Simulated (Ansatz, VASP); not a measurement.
**One calculation of Si2B, two programs**

```xyz
3
Lattice="2.5694 -3.3282 0.0000 2.5694 3.3282 0.0000 0.0000 0.0000 2.4023" Properties=species:S:1:pos:R:3 pbc="T T T"
Si    1.2847    1.6641    0.0000
Si    1.2847   -1.6641    0.0000
B     2.5694    0.0000    0.0000
```

Alike in both runs: functional PBE; k mesh 4 × 4 × 6; occupations gaussian, width 0.1 eV; no spin polarisation.

Ansatz relaxed the structure, and its values are those at the end. VASP's run is a single point on that final structure, the one shown.

|  | VASP | Ansatz |
| --- | --- | --- |
| version | VASP 6.6.1 | Ansatz 0.2.0 |
| potentials or method | VASP PAW PBE potentials, release 64 (Si, B), cutoff 520 eV | scalar-relativistic, plane waves, PAW |
| valence electrons in the cell | 11 | 11 |

|  | VASP | Ansatz | Ansatz less VASP |
| --- | --- | --- | --- |
| gap on the k mesh at the Fermi level (eV) | none | none | - |
| pressure (GPa) | 0.1 | 0.2 | +0.06 |

A gap of «none» marks a metal or a gap that the smearing closes. The functional is the same, so the differences come from potentials, cutoffs and numerics.

The k mesh is coarse, so the values compare programs but aren't converged.
